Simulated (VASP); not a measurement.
Crystal: CoSi2.

```
CELL_PARAMETERS angstrom
0.00000 2.58353 2.58353
2.58353 0.00000 2.58353
2.58353 2.58353 0.00000
ATOMIC_POSITIONS crystal
Co 0.00000 0.00000 0.00000
Si 0.25000 0.25000 0.25000
Si 0.75000 0.75000 0.75000
```

Base run:

* Program: VASP 6.6.1
* Functional: PBEsol
* Potentials or basis: VASP PAW PBE potentials, release 64 (Co, Si)
* Cutoff: 520 eV
* k mesh: 14 × 14 × 14
* Occupations: gaussian, width 0.15 eV
* Spin: collinear spin, ferromagnetic start
* Starting moments: [0.825, 0.0, 0.0] μB
* Fixed moment: 0.825 μB

Its results: pressure 21.8 GPa; site moments Co +0.49; Si +0.07 μB.

**Question.** The run is repeated on the same cell with these changes: fixed moment from 0.825 μB to 2.2 μB; moments at the start from [0.82, 0.0, 0.0] to [2.2, 0.0, 0.0]. What comes out?

**Answer.** Pressure 37.9 GPa; site moments Co +1.32; Si +0.19 μB.

Caveats: the cell stands under pressure; the PAW data sets were made with another functional, which shifts forces and pressure a little; the total moment is fixed, so each spin has its own Fermi level and the state may be an excited one.
